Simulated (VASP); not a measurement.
# KF (R-3m) in VASP: notebook, part 2 of 2

VASP 6.6.1. Earlier steps stand in the parts before.

## (4) Single point, PBE (21.19 Å³/atom)

This run uses another cell than the first one, of 21.19 Å³/atom.

Input file INCAR:

```
ALGO     = Normal         # electronic algorithm
EDIFF    = 1E-6           # SCF threshold, eV
ENCUT    = 520            # plane-wave cutoff, eV
GGA      = PE             # functional
ISIF     = 2              # what is computed and relaxed
ISMEAR   = 0              # smearing method
LASPH    = True           # aspherical terms in the spheres
LCHARG   = True           # write CHGCAR
LELF     = True           # ELF
LREAL    = False          # projectors in reciprocal space
LVHAR    = True         
LWAVE    = False          # write WAVECAR
NBANDS   = 15             # bands
NELM     = 60             # most SCF steps
PREC     = Accurate       # precision mode
SIGMA    = 0.05           # smearing width, eV
```

Input file KPOINTS:

```
k-points
0
Gamma
  8 8 8
```

Input file POSCAR:

```
KF
1.0
   -0.0881074135      2.7238313161      2.7238313161
    2.7238313161     -0.0881074135      2.7238313161
    2.7238313161      2.7238313161     -0.0881074135
K F
1 1
Direct
    0.0000000000      0.0000000000      0.0000000000
    0.5000000000      0.5000000000      0.5000000000
```

Potentials or basis: VASP PAW PBE potentials, release 64 (K_sv, F).

On the command line:

```sh
$ cat potpaw_PBE.64/K_sv/POTCAR potpaw_PBE.64/F/POTCAR > POTCAR
$ mpirun -np 1 vasp_std > vasp.out
```

OUTCAR:

```text
EDIFF = 1E-6
   ENCUT = 520
   GGA = PE
   ISIF = 2
   ISMEAR = 0
   LASPH = True
   LREAL = False
   NELM = 60
   PREC = Accurate

 ion  position               nearest neighbor table
   1  0.000  0.000  0.000-   2 2.77   2 2.77   2 2.77   2 2.77   2 2.77   2 2.77
   2  0.500  0.500  0.500-   1 2.77   1 2.77   1 2.77   1 2.77   1 2.77   1 2.77

  LATTYP: Found a trigonal (rhomboedric) cell.
 ALAT       =     3.8530866839
 COS(alpha) =     0.4674086020

  Lattice vectors:

 A1 = (  -0.0881074135,   2.7238313161,   2.7238313161)
 A2 = (   2.7238313161,  -0.0881074135,   2.7238313161)
 A3 = (   2.7238313161,   2.7238313161,  -0.0881074135)

Analysis of symmetry for initial positions (statically):
=====================================================================
 Subroutine PRICEL returns:
 Original cell was already a primitive cell.

 Routine SETGRP: Setting up the symmetry group for a
 trigonal (rhombohedral) supercell.

 Subroutine GETGRP returns: Found 12 space group operations
 (whereof 12 operations were pure point group operations)
 out of a pool of 12 trial point group operations.

The static configuration has the point symmetry D_3d.
[... 176 lines left out ...]
      6      -3.0666      2.00000
      7      -3.0666      2.00000
      8      -3.0212      2.00000
      9       2.5849      0.00000
     10       7.1575      0.00000
     11       7.1575      0.00000
     12       7.6195      0.00000
     13       8.8675      0.00000
     14       8.8675      0.00000
[... 401 lines left out ...]
      2     -21.6813      2.00000
      3     -12.9757      2.00000
      4     -12.9027      2.00000
      5     -12.8339      2.00000
      6      -3.5412      2.00000
      7      -3.2878      2.00000
      8      -3.1407      2.00000
      9       4.6132      0.00000
     10       6.4636      0.00000
     11       8.0413      0.00000
     12       8.3962      0.00000
     13       9.4142      0.00000
     14       9.8323      0.00000
     15      13.8110      0.00000

 [... further k-points ...]

------------------------ aborting loop because EDIFF is reached ----------------------------------------

  FORCE on cell =-STRESS in cart. coord.  units (eV):
  Direction    XX          YY          ZZ          XY          YZ          ZX
  --------------------------------------------------------------------------------------
  -------------------------------------------------------------------------------------
  Total       -0.4235845     -0.4235845     -0.4235845      0.1070980      0.1070980      0.1070980
  in kB      -16.0143803    -16.0143803    -16.0143803      4.0490359      4.0490359      4.0490359
  external PRESSURE =     -16.0143803 kB  Pullay stress =       0.0000000 kB

 VOLUME and BASIS-vectors are now :
 -----------------------------------------------------------------------------
  energy-cutoff  :      520.00
  volume of cell :       42.38
      direct lattice vectors                 reciprocal lattice vectors
    -0.088107413  2.723831316  2.723831316    -0.174890135  0.180736391  0.180736391
     2.723831316 -0.088107413  2.723831316     0.180736391 -0.174890135  0.180736391
     2.723831316  2.723831316 -0.088107413     0.180736391  0.180736391 -0.174890135

 POSITION                                       TOTAL-FORCE (eV/Angst)
 -----------------------------------------------------------------------------------
      0.00000      0.00000      0.00000         0.000000      0.000000      0.000000
      2.67978      2.67978      2.67978        -0.000000     -0.000000     -0.000000
 -----------------------------------------------------------------------------------
    total drift:                                0.000000      0.000000      0.000000

  FREE ENERGIE OF THE ION-ELECTRON SYSTEM (eV)
  ---------------------------------------------------
  free  energy   TOTEN  =        -8.2836388996 eV

  energy  without entropy=       -8.2836388996  energy(sigma->0) =       -8.28363890
```

stdout:

```text
POSCAR found type information on POSCAR K F
 POSCAR found :  2 types and       2 ions
 scaLAPACK will be used
 LDA part: xc-table for (Slater+PW92), standard interpolation
 POSCAR, INCAR and KPOINTS ok, starting setup
 FFT: planning ... GRIDC
 FFT: planning ... GRID_SOFT
 FFT: planning ... GRID
 WAVECAR not read
 entering main loop
```

Wall time 44 s (1 thread of Intel Xeon Platinum 8488C (Sapphire Rapids), shared host); peak memory 0.18 GiB.

What came out:

| Property | Result |
| --- | --- |
| Free energy | -8.2836 eV |
| Pressure | -1.6 GPa |
| Band gap on the k mesh | 5.61 eV |

Levels at points of the mesh, in eV from the valence-band top:
| k point | band 6 | band 7 | band 8 | band 9 | band 10 | band 11 |
| --- | --- | --- | --- | --- | --- | --- |
| (0.00, 0.00, 0.00) | -0.05 | -0.05 | 0.00 | 5.61 | 10.18 | 10.18 |
| (0.50, 0.00, 0.00) | -0.72 | -0.32 | -0.25 | 8.54 | 9.77 | 11.31 |
| (0.50, 0.50, 0.00) | -0.28 | -0.13 | -0.08 | 8.05 | 9.68 | 10.96 |
| (0.50, 0.50, 0.50) | -0.71 | -0.35 | -0.35 | 8.70 | 9.94 | 11.57 |

## (5) Single point, PBE (21.19 Å³/atom)

This run uses another cell than the first one, of 21.19 Å³/atom.

Input file INCAR:

```
SYSTEM = KF
ALGO     = Normal         ! electronic algorithm
EDIFF    = 1E-6           ! SCF threshold, eV
ENCUT    = 520            ! plane-wave cutoff, eV
GGA      = PE             ! functional
ISIF     = 2              ! what is computed and relaxed
ISMEAR   = 0              ! smearing method
LASPH    = .TRUE.         ! aspherical terms in the spheres
LCHARG   = .FALSE.        ! write CHGCAR
LREAL    = .FALSE.        ! projectors in reciprocal space
LWAVE    = .FALSE.        ! write WAVECAR
NBANDS   = 15             ! bands
NELM     = 80             ! most SCF steps
PREC     = Accurate       ! precision mode
SIGMA    = 0.05           ! smearing width, eV
```

Input file KPOINTS:

```
k-points
0
G
  8 8 8
  0 0 0
```

Input file POSCAR:

```
KF
1.0
   -0.0294891967      2.7525104877      2.7525104877
    2.7525104877     -0.0294891967      2.7525104877
    2.7525104877      2.7525104877     -0.0294891967
K F
1 1
Direct
    0.0000000000      0.0000000000      0.0000000000
    0.5000000000      0.5000000000      0.5000000000
```

On the command line:

```sh
$ cat potpaw_PBE.64/K_sv/POTCAR potpaw_PBE.64/F/POTCAR > POTCAR
$ mpirun -np 1 vasp_std > vasp.out
```

Run time: 36 s. Hardware: 1 thread of Intel Xeon Platinum 8488C (Sapphire Rapids), shared host; peak memory 0.19 GiB.

It converged, with:

```yaml
Free_energy: -8.2883 eV
Pressure: -1.6 GPa
Band_gap_on_the_k_mesh: 5.64 eV
```

Stress tensor (GPa, compression positive):
```
-1.58  0.14  0.14
 0.14 -1.58  0.14
 0.14  0.14 -1.58
```

Levels at points of the mesh, in eV from the valence-band top:
```csv
k point,band 6,band 7,band 8,band 9,band 10,band 11
"(0.00, 0.00, 0.00)",-0.02,-0.02,0.00,5.64,10.31,10.31
"(0.50, 0.00, 0.00)",-0.69,-0.29,-0.26,8.60,9.82,11.49
"(0.50, 0.50, 0.00)",-0.26,-0.09,-0.08,8.08,9.72,10.99
"(0.50, 0.50, 0.50)",-0.69,-0.30,-0.30,8.65,9.88,11.57
```

A k mesh can miss the band edges.

## (6) The runs side by side

| cell | gap on the mesh (eV) | pressure (GPa) |
| --- | --- | --- |
| a = 3.936 Å, angles 58.6°, 2 atoms | 5.70 | -1.2 |
| a = 3.935 Å, angles 59.3°, 2 atoms | 5.64 | -1.6 |
| a = 3.853 Å, angles 62.1°, 2 atoms | 5.61 | -1.6 |
| a = 3.893 Å, angles 60.7°, 2 atoms | 5.64 | -1.6 |

Alike in all rows: task single point; level PBE; potentials or basis VASP PAW PBE potentials, release 64 (K_sv, F); no spin polarisation; k mesh 8 × 8 × 8; cutoff (eV) 520; smearing gaussian 0.05 eV.

Total energies depend on the potentials used, so only differences within one code and one set of settings carry meaning.
